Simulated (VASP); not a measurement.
# MgF2 (P4_2/mnm) in VASP: further runs, part 2 of 2

VASP 6.6.1. Earlier steps stand in the parts before.

## Step 3: Single point, HSE06 (uniaxial z strain -1.0%)

Input file POSCAR:

```
MgF2
1.0
    4.6220159946      0.0000000000      0.0000000000
    0.0000000000      4.6220159946      0.0000000000
    0.0000000000      0.0000000000      3.0156506419
Mg F
2 4
Direct
    0.0000000000      0.0000000000      0.0000000000
    0.5000000000      0.5000000000      0.5000000000
    0.3024930229      0.3024930229      0.0000000000
    0.1975069771      0.8024930229      0.5000000000
    0.8024930229      0.1975069771      0.5000000000
    0.6975069771      0.6975069771      0.0000000000
```

Input file INCAR.step1:

```
SYSTEM = MgF2
  PREC = Accurate
  ENCUT = 520
  EDIFF = 1E-5
  ISMEAR = 0
  SIGMA = 0.01
  LREAL = .False.
  LASPH = .True.
  NELM = 120
  ALGO = Normal
  ISIF = 2
  LWAVE = .True.
  NBANDS = 25
  GGA = PE
  GGA_COMPAT = .False.
  KPAR = 4
```

Input file INCAR.step2:

```
SYSTEM = MgF2
  PREC = Accurate
  ENCUT = 520
  EDIFF = 1E-6
  ISMEAR = 0
  SIGMA = 0.01
  LREAL = .False.
  LASPH = .True.
  NELM = 120
  ALGO = Normal
  ISIF = 2
  LWAVE = .False.
  LCHARG = .True.
  GGA = PE
  LHFCALC = .True.
  HFSCREEN = 0.2079
  PRECFOCK = Normal
  LVHAR = .True.
  NBANDS = 25
  ISTART = 1
  GGA_COMPAT = .False.
  KPAR = 4
```

Input file KPOINTS:

```
Automatic mesh
0
Gamma
  4 4 6
  0 0 0
```

Potentials or basis: VASP PAW PBE potentials, release 64 (Mg, F).

Started as:

```sh
$ cat potpaw_PBE.64/Mg/POTCAR potpaw_PBE.64/F/POTCAR > POTCAR
$ cp INCAR.step1 INCAR
$ mpirun -np 4 vasp_std > vasp.out
$ cp INCAR.step2 INCAR
$ mpirun -np 4 vasp_std > vasp.out
```

OUTCAR:

```text
SYSTEM = MgF2
   PREC = Accurate
   ENCUT = 520
   EDIFF = 1E-6
   ISMEAR = 0
   LREAL = .False.
   LASPH = .True.
   NELM = 120
   ISIF = 2
   GGA = PE
   LHFCALC = .True.
   HFSCREEN = 0.2079
   PRECFOCK = Normal
   ISTART = 1

 ion  position               nearest neighbor table
   1  0.000  0.000  0.000-   3 1.98   6 1.98   5 1.99   4 1.99   4 1.99   5 1.99   2 3.60   2 3.60
                             2 3.60   2 3.60   2 3.60   2 3.60   2 3.60   2 3.60
   2  0.500  0.500  0.500-   4 1.98   5 1.98   3 1.99   6 1.99   3 1.99   6 1.99   1 3.60   1 3.60
                             1 3.60   1 3.60   1 3.60   1 3.60   1 3.60   1 3.60
   3  0.302  0.302  0.000-   1 1.98   2 1.99   2 1.99
   4  0.198  0.802  0.500-   2 1.98   1 1.99   1 1.99
   5  0.802  0.198  0.500-   2 1.98   1 1.99   1 1.99
   6  0.698  0.698  0.000-   1 1.98   2 1.99   2 1.99

  LATTYP: Found a simple tetragonal cell.
 ALAT       =     4.6220159946
 C/A-ratio  =     0.6524535279

  Lattice vectors:

 A1 = (   4.6220159946,   0.0000000000,   0.0000000000)
 A2 = (   0.0000000000,   4.6220159946,   0.0000000000)
 A3 = (   0.0000000000,   0.0000000000,   3.0156506419)

Analysis of symmetry for initial positions (statically):
=====================================================================
 Subroutine PRICEL returns:
 Original cell was already a primitive cell.

 Routine SETGRP: Setting up the symmetry group for a
 simple tetragonal supercell.

 Subroutine GETGRP returns: Found 16 space group operations
 (whereof  8 operations were pure point group operations)
 out of a pool of 16 trial point group operations.

The static configuration has the point symmetry D_2h.
 The point group associated with its full space group is D_4h.

Analysis of symmetry for dynamics (positions and initial velocities):
=====================================================================
[... 146 lines left out ...]
   ENCUT4O =  -1.0   cutoff for four orbital integrals eV
   NKREDX  =     1    reduce k-point grid by
   NKREDY  =     1    reduce k-point grid by
   NKREDZ  =     1    reduce k-point grid by
   AEXX    =    0.2500 exact exchange contribution
   HFSCREEN=    0.2079 screening length (either q_TF or 0.3 A-1)
   HFSCREENC=   0.2079 screening length for correlation (either q_TF or 0.3 A-1)
   ENCUTFOCK=  -1.0 apply spherical cutoff to Coloumb kernel
   IVDW    =     0    specifies the selected vdW correction
   LEPSILON=     F    determine dielectric tensor
   LRPA    =     F    only Hartree local field effects (RPA)
 non-spin polarized calculation
 Gauss-broadening in eV      SIGMA  =   0.01
  energy-cutoff  :      520.00
  volume of cell :       64.42
 maximum number of plane-waves:      1764
 NGX is ok and might be reduce to    36
  NGX = 28; NGY = 28; NGZ = 18

 number of electron      32.0000016 magnetization

 Free energy of the ion-electron system (eV)
  ---------------------------------------------------
  ext. energy  EPLUGINS =         0.00000000
  ---------------------------------------------------
  free energy    TOTEN  =       -38.29964579 eV

  energy without entropy =      -38.29964579  energy(sigma->0) =      -38.29964579

 E-fermi :  -2.8530     XC(G=0):  -8.0309

 val. band max:       -2.9115801331   @ k =   0.0000   0.0000   0.0000
 cond. band min:       6.5844091109   @ k =   0.0000   0.0000   0.0000
 fundamental gap:      9.4959892440
 Fermi energy:        -2.8529754352

 k-point     1 :       0.0000    0.0000    0.0000
  band No.  band energies     occupation
      1     -25.2692      2.00000
      2     -24.4287      2.00000
      3     -24.4287      2.00000
      4     -24.3195      2.00000
      5      -7.1515      2.00000
      6      -5.5663      2.00000
[... 661 lines left out ...]
     24      15.0519      0.00000
     25      17.6745      0.00000

------------------------ aborting loop because EDIFF is reached ----------------------------------------

  FORCE on cell =-STRESS in cart. coord.  units (eV):
  Direction    XX          YY          ZZ          XY          YZ          ZX
  --------------------------------------------------------------------------------------
  -------------------------------------------------------------------------------------
  Total        0.5736153      0.5736153      1.1447178     -0.0000000      0.0000000      0.0000000
  in kB       14.2655120     14.2655120     28.4685348     -0.0000000      0.0000000      0.0000000
  external PRESSURE =      18.9998530 kB  Pullay stress =       0.0000000 kB

 VOLUME and BASIS-vectors are now :
 -----------------------------------------------------------------------------
  energy-cutoff  :      520.00
  volume of cell :       64.42
      direct lattice vectors                 reciprocal lattice vectors
     4.622015995  0.000000000  0.000000000     0.216355807  0.000000000  0.000000000
     0.000000000  4.622015995  0.000000000     0.000000000  0.216355807  0.000000000
     0.000000000  0.000000000  3.015650642     0.000000000  0.000000000  0.331603398

 POSITION                                       TOTAL-FORCE (eV/Angst)
 -----------------------------------------------------------------------------------
      0.00000      0.00000      0.00000         0.000000      0.000000      0.000000
      2.31101      2.31101      1.50783         0.000000      0.000000      0.000000
      1.39813      1.39813      0.00000         0.012730      0.012730     -0.000000
      0.91288      3.70914      1.50783        -0.012730      0.012730     -0.000000
      3.70914      0.91288      1.50783         0.012730     -0.012730      0.000000
      3.22389      3.22389      0.00000        -0.012730     -0.012730      0.000000
 -----------------------------------------------------------------------------------
    total drift:                               -0.000335     -0.000332     -0.000008

  FREE ENERGIE OF THE ION-ELECTRON SYSTEM (eV)
  ---------------------------------------------------
  free  energy   TOTEN  =       -38.2996457856 eV

  energy  without entropy=      -38.2996457856  energy(sigma->0) =      -38.29964579
```

OUTCAR.step1:

```text
SYSTEM = MgF2
   PREC = Accurate
   ENCUT = 520
   EDIFF = 1E-5
   ISMEAR = 0
   LREAL = .False.
   LASPH = .True.
   NELM = 120
[... 910 lines left out ...]
      0.91288      3.70914      1.50783         0.020163     -0.020163     -0.000000
      3.70914      0.91288      1.50783        -0.020163      0.020163     -0.000000
      3.22389      3.22389      0.00000         0.020163      0.020163     -0.000000
 -----------------------------------------------------------------------------------
    total drift:                                0.000000     -0.000000      0.000000

  FREE ENERGIE OF THE ION-ELECTRON SYSTEM (eV)
  ---------------------------------------------------
  free  energy   TOTEN  =       -31.4817518089 eV

  energy  without entropy=      -31.4817518089  energy(sigma->0) =      -31.48175181
```

It took 43 min on 4 MPI ranks of Intel Xeon Platinum 8488C (Sapphire Rapids), shared host; peak memory 0.31 GiB.

Results:

| Quantity | Value |
| --- | --- |
| Free energy | -38.2996 eV |
| Pressure | 1.9 GPa |
| Largest force | 0.018 eV/Å |
| Band gap on the k mesh | 9.50 eV |

Forces on the atoms (eV/Å):
```
Mg   0.000  0.000  0.000
Mg   0.000  0.000  0.000
F    0.013  0.013  0.000
F   -0.013  0.013  0.000
F    0.013 -0.013  0.000
F   -0.013 -0.013  0.000
```

Levels at points of the mesh, in eV from the valence-band top:
```
           k point  band 13  band 14  band 15  band 16  band 17  band 18  band 19  band 20
(0.00, 0.00, 0.00)    -0.67    -0.31    -0.31     0.00     9.50    14.77    14.77    16.32
(0.50, 0.00, 0.00)    -0.94    -0.94    -0.39    -0.39    11.97    11.97    16.07    16.07
(0.50, 0.50, 0.00)    -0.96    -0.96    -0.85    -0.85    13.77    13.77    13.84    13.84
(0.00, 0.00, 0.50)    -1.22    -1.22    -0.91    -0.91    14.47    14.47    17.63    17.63
(0.50, 0.00, 0.50)    -0.76    -0.76    -0.71    -0.71    15.32    15.32    16.19    16.19
(0.50, 0.50, 0.50)    -0.67    -0.67    -0.49    -0.49    15.77    15.77    15.93    15.93
```

Caveat: the cell differs from its parent crystal (uniaxial z strain -1.0%); the PAW data sets were made with another functional, which shifts forces and pressure a little.

## Step 4: Single point, HSE06 (uniaxial z strain -2.0%)

Input file POSCAR:

```
MgF2
1.0
    4.6220159946      0.0000000000      0.0000000000
    0.0000000000      4.6220159946      0.0000000000
    0.0000000000      0.0000000000      2.9851895244
Mg F
2 4
Direct
    0.0000000000      0.0000000000      0.0000000000
    0.5000000000      0.5000000000      0.5000000000
    0.3019912740      0.3019912740      0.0000000000
    0.1980087260      0.8019912740      0.5000000000
    0.8019912740      0.1980087260      0.5000000000
    0.6980087260      0.6980087260      0.0000000000
```

Input file INCAR.step1:

```
SYSTEM = MgF2
ALGO = Normal ; EDIFF = 1E-5
ENCUT = 520 ; GGA = PE
GGA_COMPAT = .FALSE. ; ISIF = 2
ISMEAR = 0 ; KPAR = 4
LASPH = .TRUE. ; LCHARG = .FALSE.
LREAL = .FALSE. ; LWAVE = .TRUE.
NBANDS = 25 ; NELM = 120
PREC = Accurate ; SIGMA = 0.01
```

Input file INCAR.step2:

```
SYSTEM = MgF2
ALGO = Normal ; EDIFF = 1E-6
ENCUT = 520 ; GGA = PE
GGA_COMPAT = .FALSE. ; HFSCREEN = 0.2079
ISIF = 2 ; ISMEAR = 0
ISTART = 1 ; KPAR = 4
LASPH = .TRUE. ; LCHARG = .FALSE.
LHFCALC = .TRUE. ; LREAL = .FALSE.
LWAVE = .FALSE. ; NBANDS = 25
NELM = 120 ; PREC = Accurate
PRECFOCK = Normal ; SIGMA = 0.01
```

Input file KPOINTS:

```
k-points
0
G
  4 4 6
  0 0 0
```

Started as:

```sh
$ cat potpaw_PBE.64/Mg/POTCAR potpaw_PBE.64/F/POTCAR > POTCAR
$ cp INCAR.step1 INCAR
$ mpirun -np 4 vasp_std > vasp.out
$ cp INCAR.step2 INCAR
$ mpirun -np 4 vasp_std > vasp.out
```

Run time: 27 min. Hardware: 4 MPI ranks of Intel Xeon Platinum 8375C at 2.90GHz (Ice Lake), shared host; peak memory 0.3 GiB.

Results (log left out):

```yaml
Free_energy: -38.2820 eV
Pressure: 3.1 GPa
Largest_force: 0.019 eV/Å
Band_gap_on_the_k_mesh: 9.58 eV
```

Forces in eV/Å, atoms in the order of the input:
```
Mg   0.000  0.000  0.000
Mg   0.000  0.000  0.000
F    0.014  0.014  0.000
F   -0.014  0.014  0.000
F    0.014 -0.014  0.000
F   -0.014 -0.014  0.000
```

Stress tensor (GPa, compression positive):
```
2.15 0.00 0.00
0.00 2.15 0.00
0.00 0.00 5.14
```

Levels at points of the mesh, in eV from the valence-band top:
```tsv
k point	band 12	band 13	band 14	band 15	band 16	band 17	band 18	band 19	band 20	band 21
(0.00, 0.00, 0.00)	-1.20	-0.66	-0.32	-0.32	0.00	9.58	14.87	14.87	16.49	17.06
(0.50, 0.00, 0.00)	-1.46	-0.94	-0.94	-0.40	-0.40	12.07	12.07	16.19	16.19	18.16
(0.50, 0.50, 0.00)	-1.25	-0.99	-0.99	-0.88	-0.88	13.86	13.86	13.95	13.95	20.01
(0.00, 0.00, 0.50)	-1.50	-1.23	-1.23	-0.93	-0.93	14.61	14.61	17.76	17.76	18.01
(0.50, 0.00, 0.50)	-1.43	-0.78	-0.78	-0.73	-0.73	15.41	15.41	16.35	16.35	18.40
(0.50, 0.50, 0.50)	-1.46	-0.69	-0.69	-0.51	-0.51	15.86	15.86	15.99	15.99	17.47
```

Caveat: the cell differs from its parent crystal (uniaxial z strain -2.0%); the cell stands under pressure; the PAW data sets were made with another functional, which shifts forces and pressure a little.

## Step 5: Single point, r2SCAN

This run uses another cell than the first one, of 10.85 Å³/atom.

Input file POSCAR:

```
MgF2
1.0
    4.6220159946      0.0000000000      0.0000000000
    0.0000000000      4.6220159946      0.0000000000
    0.0000000000      0.0000000000      3.0461117595
Mg F
2 4
Direct
    0.0000000000      0.0000000000      0.0000000000
    0.5000000000      0.5000000000      0.5000000000
    0.3029505751      0.3029505751      0.0000000000
    0.1970494249      0.8029505751      0.5000000000
    0.8029505751      0.1970494249      0.5000000000
    0.6970494249      0.6970494249      0.0000000000
```

Input file INCAR.step1:

```
ALGO = Normal
EDIFF = 1E-5
ENCUT = 660
GGA = PE
GGA_COMPAT = False
ISMEAR = 0
LASPH = True
LCHARG = False
LREAL = False
LWAVE = True
NBANDS = 25
NELM = 120
PREC = Accurate
SIGMA = 0.01
```

Input file INCAR.step2:

```
ALGO = Normal
EDIFF = 1E-6
ENCUT = 660
GGA_COMPAT = False
ISIF = 2
ISMEAR = 0
ISTART = 1
LASPH = True
LCHARG = False
LMIXTAU = True
LREAL = False
LWAVE = False
METAGGA = R2SCAN
NBANDS = 25
NELM = 120
PREC = Accurate
SIGMA = 0.01
```

Input file KPOINTS:

```
k-points
0
Gamma
  6 6 8
```

Started as:

```sh
$ cat potpaw_PBE.64/Mg/POTCAR potpaw_PBE.64/F/POTCAR > POTCAR
$ cp INCAR.step1 INCAR
$ mpirun -np 1 vasp_std > vasp.out
$ cp INCAR.step2 INCAR
$ mpirun -np 1 vasp_std > vasp.out
```

Wall time 5.8 min (1 thread of Intel Xeon Platinum 8375C at 2.90GHz (Ice Lake), shared host); peak memory 0.27 GiB.

Results (log left out):

```yaml
Free_energy: -43.8586 eV
Pressure: -1.5 GPa
Largest_force: 0.007 eV/Å
Band_gap_on_the_k_mesh: 8.03 eV
```

Forces on the atoms (eV/Å):
```
Mg   0.000  0.000  0.000
Mg   0.000  0.000  0.000
F    0.005  0.005  0.000
F   -0.005  0.005  0.000
F    0.005 -0.005  0.000
F   -0.005 -0.005  0.000
```

Stress tensor (GPa, compression positive):
```
-1.41  0.00  0.00
 0.00 -1.41  0.00
 0.00  0.00 -1.55
```

Levels at points of the mesh, in eV from the valence-band top:
```csv
k point,band 14,band 15,band 16,band 17,band 18,band 19
"(0.00, 0.00, 0.00)",-0.32,-0.32,0.00,8.03,13.27,13.27
"(0.50, 0.00, 0.00)",-0.98,-0.38,-0.38,10.47,10.47,14.56
"(0.50, 0.50, 0.00)",-0.95,-0.79,-0.79,12.23,12.23,12.33
"(0.00, 0.00, 0.50)",-1.16,-0.86,-0.86,12.88,12.88,16.07
"(0.50, 0.00, 0.50)",-0.74,-0.68,-0.68,13.79,13.79,14.59
"(0.50, 0.50, 0.50)",-0.62,-0.48,-0.48,14.28,14.28,14.55
```

Caveat: the PAW data sets were made with another functional, which shifts forces and pressure a little.

## Step 6: The runs side by side

```tsv
level	cell	k mesh	cutoff (eV)	grid for exact exchange (PRECFOCK)	share of exact exchange	screening parameter	gap on the mesh (eV)	pressure (GPa)	largest force (eV/Å)
HSE06	a = 4.622, b = 4.622, c = 3.107 Å, 6 atoms	4 × 4 × 6	520	Normal	0.25	0.2079 1/Å	9.24	-1.5	0.01
HSE06	a = 4.622, b = 4.622, c = 3.016 Å, 6 atoms	4 × 4 × 6	520	Normal	0.25	0.2079 1/Å	9.50	1.9	0.02
HSE06	a = 4.622, b = 4.622, c = 2.985 Å, 6 atoms	4 × 4 × 6	520	Normal	0.25	0.2079 1/Å	9.58	3.1	0.02
r2SCAN	a = 4.622, b = 4.622, c = 3.046 Å, 6 atoms	6 × 6 × 8	660	-	-	-	8.03	-1.5	0.01
```

Alike in all rows: task single point; potentials or basis VASP PAW PBE potentials, release 64 (Mg, F); no spin polarisation; smearing gaussian 0.01 eV.

Caveats: the PAW data sets were made with another functional, which shifts forces and pressure a little; the cell stands under pressure (at least some runs).

Total energies depend on the potentials used, so only differences within one code and one set of settings carry meaning.
